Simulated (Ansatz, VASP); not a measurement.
One calculation of In3Se, two programs

```
CELL_PARAMETERS angstrom
4.61481 0.00000 0.00000
0.00000 4.61481 0.00000
0.00000 0.00000 5.37201
ATOMIC_POSITIONS crystal
In 0.50000 0.00000 0.64163
In 0.00000 0.50000 0.64163
In 0.00000 0.00000 0.12650
Se 0.50000 0.50000 0.25609
```

Alike in both runs: functional PBE; k mesh 4 × 4 × 4; occupations gaussian, width 0.1 eV; no spin polarisation.

Ansatz relaxed the structure, and its values are those at the end. VASP's run is a single point on that final structure, the one shown.

|  | VASP | Ansatz |
| --- | --- | --- |
| version | VASP 6.6.1 | Ansatz 0.2.0 |
| potentials or method | VASP PAW PBE potentials, release 64 (In_d, Se), cutoff 520 eV | scalar-relativistic, plane waves, PAW |
| valence electrons in the cell | 45 | 55 |

|  | VASP | Ansatz | Ansatz less VASP |
| --- | --- | --- | --- |
| gap on the k mesh at the Fermi level (eV) | none | none | - |
| pressure (GPa) | 0.1 | 0.1 | +0.02 |
| rms of the force components (eV/Å) | 0.008 | 0.006 | -0.0020 |

A gap of «none» marks a metal or a gap that the smearing closes. VASP's potentials hold 45 valence electrons a cell and Ansatz's 55, so a difference there can come from the potentials and not from the codes.
